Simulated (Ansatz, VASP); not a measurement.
# Two plane-wave programs on BeCdF4

```
CELL_PARAMETERS angstrom
2.99718 0.00000 0.00000
0.00000 2.99718 0.00000
0.00000 0.00000 9.21834
ATOMIC_POSITIONS crystal
Be 0.50000 0.50000 0.50000
Cd 0.50000 0.50000 0.00000
F 0.00000 0.00000 0.00000
F 0.00000 0.00000 0.75039
F 0.00000 0.00000 0.24961
F 0.00000 0.00000 0.50000
```

Alike in both runs: functional PBE; k mesh 6 × 6 × 2; occupations gaussian, width 0.1 eV; collinear spin.

Ansatz relaxed the structure, and its values are those at the end. VASP's run is a single point on that final structure, the one shown.

|  | VASP | Ansatz |
| --- | --- | --- |
| version | VASP 6.6.1 | Ansatz 0.2.0 |
| potentials or method | VASP PAW PBE potentials, release 64 (Be, Cd, F), cutoff 520 eV | scalar-relativistic, plane waves, PAW |
| valence electrons in the cell | 42 | 50 |

```tsv
	VASP	Ansatz	Ansatz less VASP
gap on the k mesh at the Fermi level (eV)	none	none	-
pressure (GPa)	0.5	0.0	-0.48
net moment per atom (μB)	0.00	0.00	0.000
```

A gap of «none» marks a metal or a gap that the smearing closes. The functional is the same, so the differences come from potentials, cutoffs and numerics. VASP's potentials hold 42 valence electrons a cell and Ansatz's 50, so a difference there can come from the potentials and not from the codes. Ansatz's warnings: seeded moment not kept.
